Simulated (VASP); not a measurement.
## ZrWS3: single point with PBE

Crystal: ZrWS3.

```
Zr W S
1.0
     5.64416    0.00000    0.00000
     0.00000    2.98436    3.39688
     0.00000   -2.98436    3.39688
Zr W S
1 1 3
Direct
  0.50000 0.44785 0.44785
  0.00000 0.49967 0.49967
  0.69439 0.18206 0.18206
  0.30561 0.18206 0.18206
  0.00000 0.75577 0.75577
```

```json
{
 "Program": "VASP 6.6.1",
 "Task": "single point",
 "Functional": "PBE",
 "Potentials or basis": "VASP PAW PBE potentials, release 64 (Zr_sv, W_sv, S)",
 "Cutoff": "520 eV",
 "k mesh": "4 × 4 × 4",
 "Occupations": "gaussian, width 0.1 eV",
 "Spin": "no spin polarisation"
}
```

```yaml
Pressure: 32.4 GPa
Largest_force: 25.183 eV/Å
Band_gap_on_the_k_mesh: zero (band 22 reaches 6.07 eV, above the bottom of band 23 at 5.76 eV)
```

Forces on the atoms (eV/Å):
```
Zr    0.000   0.000  10.133
W     0.000   0.000 -25.183
S     5.975   0.000  -4.565
S    -5.975   0.000  -4.565
S     0.000   0.000  24.179
```

Stress tensor (GPa, compression positive):
```
20.33  0.00  0.00
 0.00 -2.98  0.00
 0.00  0.00 79.80
```

Levels at points of the mesh, in eV from the Fermi level:
| k point | band 18 | band 19 | band 20 | band 21 | band 22 | band 23 | band 24 | band 25 | band 26 | band 27 |
| --- | --- | --- | --- | --- | --- | --- | --- | --- | --- | --- |
| (0.00, 0.00, 0.00) | -2.71 | -2.12 | -1.95 | -1.19 | -0.04 | 0.17 | 1.17 | 1.87 | 2.37 | 2.76 |
| (0.50, 0.00, 0.00) | -3.12 | -1.64 | -1.56 | -0.62 | -0.20 | -0.05 | 0.25 | 0.83 | 1.46 | 2.71 |
| (0.00, 0.50, 0.00) | -3.37 | -2.36 | -1.85 | -0.52 | -0.34 | 0.41 | 0.72 | 1.45 | 1.62 | 2.54 |
| (0.50, 0.50, 0.00) | -3.43 | -3.08 | -1.43 | -0.37 | -0.31 | 0.20 | 0.62 | 1.06 | 1.75 | 2.07 |
| (0.00, 0.50, 0.50) | -3.73 | -2.85 | -1.67 | 0.06 | 0.18 | 0.34 | 0.86 | 0.99 | 1.12 | 2.24 |
| (0.50, 0.50, 0.50) | -3.09 | -2.88 | -1.67 | -0.75 | -0.24 | 0.34 | 0.88 | 0.90 | 1.13 | 1.61 |

Run time: 40 s on 1 thread of AMD EPYC 9R45 96-Core Processor (Zen 5), on a shared host, peak memory 0.23 GiB.

Caveat: spin-orbit coupling is left out, which moves the levels of the heavy elements; forces of over 1 eV/Å act on the atoms, so gaps and moduli don't describe the material at rest.
